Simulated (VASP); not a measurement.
## Zr: electric field gradients with PBE

Crystal: Zr.

```
Zr
1.0
     3.16658    0.00000    0.00000
    -1.58329    2.74234    0.00000
     0.00000    0.00000    5.04282
Zr
2
Direct
  0.33333 0.66667 0.25000
  0.66667 0.33333 0.75000
```

```yaml
Program: VASP 6.6.1
Task: electric field gradients
Functional: PBE
Potentials_or_basis: VASP PAW PBE potentials, release 64 (Zr_sv)
Cutoff: 520 eV
k_mesh: 13 × 13 × 7
Occupations: fermi-dirac, width 0.03 eV
Spin: no spin polarisation
Dipole_correction: no
Further_INCAR_settings: ALGO = Normal; EDIFF = 1e-08; NBANDS = 19
```

```json
{"Pressure": "6.9 GPa", "Band gap on the k mesh": "zero (bands 12 and 13 overlap by 1.22 eV)", "Largest electric field gradient by atom": "Zr +48.7 V/Å²"}
```

Stress tensor (GPa, compression positive):
```
6.50 0.00 0.00
0.00 6.50 0.00
0.00 0.00 7.72
```

Levels at points of the mesh, in eV from the Fermi level:
```csv
k point,band 10,band 11,band 12,band 13,band 14,band 15
"(0.00, 0.00, 0.00)",-3.22,0.85,0.85,1.02,1.40,1.60
```

Electric field gradients, principal values (V/Å²):
| atom | least | middle | greatest (by size) |
| --- | --- | --- | --- |
| 1 Zr | -24.362 | -24.362 | 48.724 |
| 2 Zr | -24.362 | -24.362 | 48.724 |

It took 77 s on 1 thread of Intel Xeon 8259CL, with other jobs on the host, peak memory 0.19 GiB.

Caveat: the cell stands under pressure; without QUAD_EFG the Cq values of the log hold for a quadrupole moment of 1 mb, not for the nuclei.
